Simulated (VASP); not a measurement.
# CaZr (P4/mmm) in VASP: further runs

The runs below take CaZr through single point, relaxation of cell and atoms, with PBE.

All numbers are computed with VASP 6.6.1; they aren't measurements. Logs are shortened: lines on timing, memory, paths and dates and some standing lists are left out, and cuts for length are marked.

## (1) The cell of the first run

Symmetry: P4/mmm, No. 123, tetragonal system. The conventional cell has a = 3.287 Å, b = 3.287 Å, c = 4.308 Å, α = 90.00°, β = 90.00°, γ = 90.00°. Within 4.4 Å of Ca (site symmetry 4/mmm) lie 8 Zr at 3.17 Å and 6 Ca at 3.29 to 4.31 Å. Within 4.4 Å of Zr (site symmetry 4/mmm) lie 8 Ca at 3.17 Å and 6 Zr at 3.29 to 4.31 Å.

## (2) Single point, PBE

INCAR reads:

```
ALGO     = Fast           # electronic algorithm
EDIFF    = 1E-6           # SCF threshold, eV
ENCUT    = 520            # plane-wave cutoff, eV
GGA      = PE             # functional
ISIF     = 2              # what is computed and relaxed
ISMEAR   = 0              # smearing method
LASPH    = True           # aspherical terms in the spheres
LCHARG   = False          # write CHGCAR
LREAL    = False          # projectors in reciprocal space
LWAVE    = False          # write WAVECAR
NBANDS   = 18             # bands
NELM     = 80             # most SCF steps
PREC     = Accurate       # precision mode
SIGMA    = 0.1            # smearing width, eV
```

KPOINTS reads:

```
k-points
0
Gamma
  6 6 4
```

POSCAR reads:

```
CaZr
1.0
    3.2866183806      0.0000000000      0.0000000000
    0.0000000000      3.2866183806      0.0000000000
    0.0000000000      0.0000000000      4.3078176632
Ca Zr
1 1
Direct
    0.5000000000      0.5000000000      0.5000000000
    0.0000000000      0.0000000000      0.0000000000
```

Potentials or basis: VASP PAW PBE potentials, release 64 (Ca_sv, Zr_sv).

Command:

```sh
cat potpaw_PBE.64/Ca_sv/POTCAR potpaw_PBE.64/Zr_sv/POTCAR > POTCAR
mpirun -np 1 vasp_std > vasp.out
```

OUTCAR:

```text
EDIFF = 1E-6
   ENCUT = 520
   GGA = PE
   ISIF = 2
   ISMEAR = 0
   LASPH = True
   LREAL = False
   NELM = 80
   PREC = Accurate

 ion  position               nearest neighbor table
   1  0.500  0.500  0.500-   2 3.17   2 3.17   2 3.17   2 3.17   2 3.17   2 3.17   2 3.17   2 3.17

   2  0.000  0.000  0.000-   1 3.17   1 3.17   1 3.17   1 3.17   1 3.17   1 3.17   1 3.17   1 3.17

  LATTYP: Found a simple tetragonal cell.
 ALAT       =     3.2866183806
 C/A-ratio  =     1.3107142857

  Lattice vectors:

 A1 = (   3.2866183806,   0.0000000000,   0.0000000000)
 A2 = (   0.0000000000,   3.2866183806,   0.0000000000)
 A3 = (   0.0000000000,   0.0000000000,   4.3078176632)

Analysis of symmetry for initial positions (statically):
=====================================================================
 Subroutine PRICEL returns:
 Original cell was already a primitive cell.

 Routine SETGRP: Setting up the symmetry group for a
 simple tetragonal supercell.

 Subroutine GETGRP returns: Found 16 space group operations
 (whereof 16 operations were pure point group operations)
 out of a pool of 16 trial point group operations.

The static configuration has the point symmetry D_4h.

Analysis of symmetry for dynamics (positions and initial velocities):
=====================================================================
 Subroutine PRICEL returns:
 Original cell was already a primitive cell.

 Routine SETGRP: Setting up the symmetry group for a
 simple tetragonal supercell.

 Subroutine GETGRP returns: Found 16 space group operations
 (whereof 16 operations were pure point group operations)
 out of a pool of 16 trial point group operations.

The dynamic configuration has the point symmetry D_4h.

 Subroutine INISYM returns: Found 16 space group operations
 (whereof 16 operations are pure point group operations),
 and found     1 'primitive' translations

----------------------------------------------------------------------------------------

                                     Primitive cell

  volume of cell :      46.5324

  direct lattice vectors                    reciprocal lattice vectors
     3.286618381  0.000000000  0.000000000     0.304264105  0.000000000  0.000000000
     0.000000000  3.286618381  0.000000000     0.000000000  0.304264105  0.000000000
     0.000000000  0.000000000  4.307817663     0.000000000  0.000000000  0.232136102

  length of vectors
     3.286618381  3.286618381  4.307817663     0.304264105  0.304264105  0.232136102

  position of ions in fractional coordinates (direct lattice)
     0.500000000  0.500000000  0.500000000
     0.000000000  0.000000000  0.000000000

  ion indices of the primitive-cell ions
   primitive index   ion index
                 1           1
                 2           2

----------------------------------------------------------------------------------------

 KPOINTS: k-points

Automatic generation of k-mesh.
 Grid dimensions read from file:
 generate k-points for:    6    6    4

 Generating k-lattice:

  Cartesian coordinates                     Fractional coordinates (reciprocal lattice)
     0.050710684  0.000000000  0.000000000     0.166666667  0.000000000  0.000000000
     0.000000000  0.050710684  0.000000000     0.000000000  0.166666667  0.000000000
     0.000000000  0.000000000  0.058034025     0.000000000  0.000000000  0.250000000

  Length of vectors
     0.050710684  0.050710684  0.058034025

  Shift w.r.t. Gamma in fractional coordinates (k-lattice)
     0.000000000  0.000000000  0.000000000

 Subroutine IBZKPT returns following result:
 ===========================================

 Found     30 irreducible k-points:

 Following reciprocal coordinates:
            Coordinates               Weight
  0.000000  0.000000  0.000000      1.000000
  0.166667  0.000000  0.000000      4.000000
  0.333333  0.000000  0.000000      4.000000
  0.500000  0.000000  0.000000      2.000000
  0.166667  0.166667  0.000000      4.000000
  0.333333  0.166667  0.000000      8.000000
[... 16 lines left out ...]
  0.333333  0.000000  0.500000      4.000000
  0.500000  0.000000  0.500000      2.000000
 [... further k-points ...]
   k-points           NKPTS =     30   k-points in BZ     NKDIM =     30   number of bands    NBANDS=     18
   number of dos      NEDOS =    301   number of ions     NIONS =      2
   total plane-waves  NPLWV =  18432
   dimension x,y,z NGX =    24 NGY =   24 NGZ =   32
   dimension x,y,z NGXF=    48 NGYF=   48 NGZF=   64
   ions per type =               1   1
   NGX,Y,Z   is equivalent  to a cutoff of  12.14, 12.14, 12.35 a.u.
   NGXF,Y,Z  is equivalent  to a cutoff of  24.28, 24.28, 24.70 a.u.
 SYSTEM =  unknown system
   PREC   = accura    normal or accurate (medium, high low for compatibility)
   ISTART =      0    job   : 0-new  1-cont  2-samecut
   ICHARG =      2    charge: 1-file 2-atom 10-const
   ISPIN  =      1    spin polarized calculation?
   LNONCOLLINEAR =      F non collinear calculations
   LSORBIT =      F    spin-orbit coupling
   LASPH  =      T    aspherical Exc in radial PAW
   ENCUT  =  520.0 eV  38.22 Ry    6.18 a.u.   6.11  6.11  8.01*2*pi/ulx,y,z
   NELM   =     80;   NELMIN=  2; NELMDL= -5     # of ELM steps
   EDIFF  = 0.1E-05   stopping-criterion for ELM
   LREAL  =      F    real-space projection
   EDIFFG = 0.1E-04   stopping-criterion for IOM
   NSW    =      0    number of steps for IOM
   IBRION =     -1    ionic relax: 0-MD 1-quasi-New 2-CG
   NFREE  =      0    steps in history (QN), initial steepest desc. (CG)
   ISIF   =      2    stress and relaxation
   ISYM   =      2    0-nonsym 1-usesym 2-fastsym
   POTIM  = 0.5000    time-step for ionic-motion
   TEBEG  =    0.0;   TEEND  =   0.0 temperature during run
   PSTRESS=    0.0 pullay stress
   NELECT =      22.0000    total number of electrons
   NUPDOWN=      -1.0000    fix difference up-down
   EMIN   =  10.00;   EMAX   =-10.00  energy-range for DOS
   EFERMI =   0.00;   METHOD = LEGACY
   ISMEAR =     0;   SIGMA  =   0.10  broadening in eV -4-tet -1-fermi 0-gaus
   EFERMI_NEDOS =   21; number of points for ismear=-14 and -15
   IALGO  =     68    algorithm
   IMIX   =      4    mixing-type and parameters
     AMIX     =   0.40;   BMIX     =  1.00
     AMIX_MAG =   1.60;   BMIX_MAG =  1.00
  volume/ion in A,a.u.               =      23.27       157.01
  Fermi-wavevector in a.u.,A,eV,Ry     =   1.275353  2.410068 22.130222  1.626525
  Thomas-Fermi vector in A             =   2.408070
   LORBIT       =      0    0 simple, 1 ext, 2 COOP (PROOUT), +10 PAW based schemes
   GGA     = PE    functional components
   LHFCALC =     F    Hartree Fock is set to
   AEXX    =    0.0000 exact exchange contribution
   IVDW    =     0    specifies the selected vdW correction
   LEPSILON=     F    determine dielectric tensor
   LRPA    =     F    only Hartree local field effects (RPA)
 non-spin polarized calculation
 RMM-DIIS sequential band-by-band and
 Gauss-broadening in eV      SIGMA  =   0.10
  energy-cutoff  :      520.00
  volume of cell :       46.53
 maximum number of plane-waves:      1272
   NGX = 13   NGY = 13   NGZ = 17

 number of electron      22.0000004 magnetization

 Free energy of the ion-electron system (eV)
  ---------------------------------------------------
  ext. energy  EPLUGINS =         0.00000000
  ---------------------------------------------------
  free energy    TOTEN  =        -9.04940782 eV

  energy without entropy =       -9.03980801  energy(sigma->0) =       -9.04460792

 E-fermi :   6.6153     XC(G=0): -10.4609

 val. band max:        6.5406596697   @ k =   0.5000   0.1667   0.2500
 cond. band min:       6.6167258916   @ k =   0.3333   0.3333   0.5000
 fundamental gap:      0.0760662219
 Fermi energy:         6.6152645062

 k-point     1 :       0.0000    0.0000    0.0000
  band No.  band energies     occupation
      1     -41.9659      2.00000
      2     -33.3599      2.00000
      3     -20.1323      2.00000
      4     -19.7975      2.00000
      5     -19.7975      2.00000
      6     -14.4252      2.00000
[... 10 lines left out ...]
     17      11.8155      0.00000
     18      13.2971      0.00000

 k-point     2 :       0.1667    0.0000    0.0000
  band No.  band energies     occupation
      1     -41.9569      2.00000
      2     -33.3493      2.00000
      3     -20.1152      2.00000
      4     -19.9026      2.00000
      5     -19.7869      2.00000
      6     -14.4255      2.00000
[... 10 lines left out ...]
     17      11.6852      0.00000
     18      12.3236      0.00000

 k-point     3 :       0.3333    0.0000    0.0000
  band No.  band energies     occupation
      1     -41.9388      2.00000
      2     -33.3280      2.00000
      3     -20.1071      2.00000
      4     -20.0808      2.00000
      5     -19.7658      2.00000
      6     -14.6238      2.00000
[... 10 lines left out ...]
     17      11.2415      0.00000
     18      12.3090      0.00000

 k-point     4 :       0.5000    0.0000    0.0000
  band No.  band energies     occupation
      1     -41.9297      2.00000
      2     -33.3173      2.00000
      3     -20.2067      2.00000
      4     -20.0634      2.00000
      5     -19.7552      2.00000
      6     -14.7377      2.00000
[... 375 lines left out ...]
      4     -19.9049      2.00000
      5     -19.7819      2.00000
      6     -14.4912      2.00000
[... 10 lines left out ...]
     17      11.4453      0.00000
     18      11.4589      0.00000

 k-point    23 :       0.3333    0.0000    0.5000
  band No.  band energies     occupation
      1     -41.9376      2.00000
      2     -33.3268      2.00000
      3     -20.1246      2.00000
      4     -20.1161      2.00000
      5     -19.7628      2.00000
      6     -14.5816      2.00000
[... 10 lines left out ...]
     17      11.7913      0.00000
     18      12.7670      0.00000

 k-point    24 :       0.5000    0.0000    0.5000
  band No.  band energies     occupation
      1     -41.9287      2.00000
      2     -33.3147      2.00000
      3     -20.2311      2.00000
      4     -20.1125      2.00000
      5     -19.7533      2.00000
      6     -14.6779      2.00000
[... 10 lines left out ...]
     17      11.9220      0.00000
     18      13.3789      0.00000

 [... further k-points ...]

------------------------ aborting loop because EDIFF is reached ----------------------------------------

  FORCE on cell =-STRESS in cart. coord.  units (eV):
  Direction    XX          YY          ZZ          XY          YZ          ZX
  --------------------------------------------------------------------------------------
  -------------------------------------------------------------------------------------
  Total        2.8966462      2.8966462      4.5492546      0.0000000      0.0000000     -0.0000000
  in kB       99.7355912     99.7355912    156.6372137      0.0000000      0.0000000     -0.0000000
  external PRESSURE =     118.7027987 kB  Pullay stress =       0.0000000 kB

 VOLUME and BASIS-vectors are now :
 -----------------------------------------------------------------------------
  energy-cutoff  :      520.00
  volume of cell :       46.53
      direct lattice vectors                 reciprocal lattice vectors
     3.286618381  0.000000000  0.000000000     0.304264105  0.000000000  0.000000000
     0.000000000  3.286618381  0.000000000     0.000000000  0.304264105  0.000000000
     0.000000000  0.000000000  4.307817663     0.000000000  0.000000000  0.232136102

 POSITION                                       TOTAL-FORCE (eV/Angst)
 -----------------------------------------------------------------------------------
      1.64331      1.64331      2.15391         0.000000      0.000000      0.000000
      0.00000      0.00000      0.00000         0.000000      0.000000      0.000000
 -----------------------------------------------------------------------------------
    total drift:                                0.000000      0.000000     -0.000000

  FREE ENERGIE OF THE ION-ELECTRON SYSTEM (eV)
  ---------------------------------------------------
  free  energy   TOTEN  =        -9.0494078201 eV

  energy  without entropy=       -9.0398080130  energy(sigma->0) =       -9.04460792
```

Wall time 12 s (1 thread of Intel Xeon 6975P-C (Granite Rapids), shared host); peak memory 0.15 GiB.

What came out:

- Free energy: -9.0494 eV
- Pressure: 11.9 GPa
- Band gap on the k mesh: zero (bands 11 and 12 overlap by 2.20 eV)

Stress tensor (GPa, compression positive):
```
 9.97  0.00  0.00
 0.00  9.97  0.00
 0.00  0.00 15.66
```

Levels at points of the mesh, in eV from the Fermi level:
```tsv
k point	band 8	band 9	band 10	band 11	band 12	band 13	band 14	band 15
(0.00, 0.00, 0.00)	-20.88	-4.90	-2.06	-1.42	1.84	1.84	3.26	3.62
(0.50, 0.00, 0.00)	-20.85	-1.81	-0.87	-0.20	0.07	1.98	2.05	2.05
(0.50, 0.50, 0.00)	-20.98	-2.27	-1.78	-0.92	-0.92	2.98	2.98	5.28
(0.00, 0.00, 0.50)	-20.89	-3.02	-2.12	-0.78	1.74	1.83	2.36	2.36
(0.50, 0.00, 0.50)	-20.85	-2.01	-1.99	1.28	1.41	1.46	1.59	1.61
(0.50, 0.50, 0.50)	-21.02	-1.32	-0.24	-0.24	0.28	1.42	1.42	2.72
```

Caveat: the k points lie up to 0.36 Å⁻¹ apart, too coarse for converged energies and pressures of a metal.

[end of part 1 of 3]
